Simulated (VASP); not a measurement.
A run of VASP 6.6.1 is set up as follows.

The input INCAR:

```
SYSTEM = Ti
PREC = Accurate ; ENCUT = 520
EDIFF = 1E-7 ; ISMEAR = -1
SIGMA = 0.05 ; LREAL = .False.
LASPH = .True. ; NELM = 80
ALGO = Normal ; ISIF = 2
LWAVE = .False. ; LCHARG = .True.
GGA = PS ; LELF = .True.
LVHAR = .True. ; NBANDS = 25
```

File KPOINTS:

```
regular mesh
0
Gamma
  7 7 9
  0 0 0
```

The input POSCAR:

```
Ti
1.0
    4.2377726628      0.0000000000      0.0000000000
   -2.1188863314      3.6700187814      0.0000000000
    0.0000000000      0.0000000000      2.6465294550
Ti
3
Direct
    0.6666666667      0.3333333333      0.5000000000
    0.3333333333      0.6666666667      0.5000000000
    0.0000000000      0.0000000000      0.0000000000
```

Potentials or basis: VASP PAW PBE potentials, release 64 (Ti_sv).

The run is started by

```sh
$ cat potpaw_PBE.64/Ti_sv/POTCAR > POTCAR
$ mpirun -np 1 vasp_std > vasp.out
```

Question: What does it give for the band gap on the k mesh?

Answer: Zero (bands 18 and 19 overlap by 0.48 eV).

Question: What does it give for the pressure?

Answer: 29.4 GPa.

Caveat: the cell stands under pressure; the PAW data sets were made with another functional, which shifts forces and pressure a little.
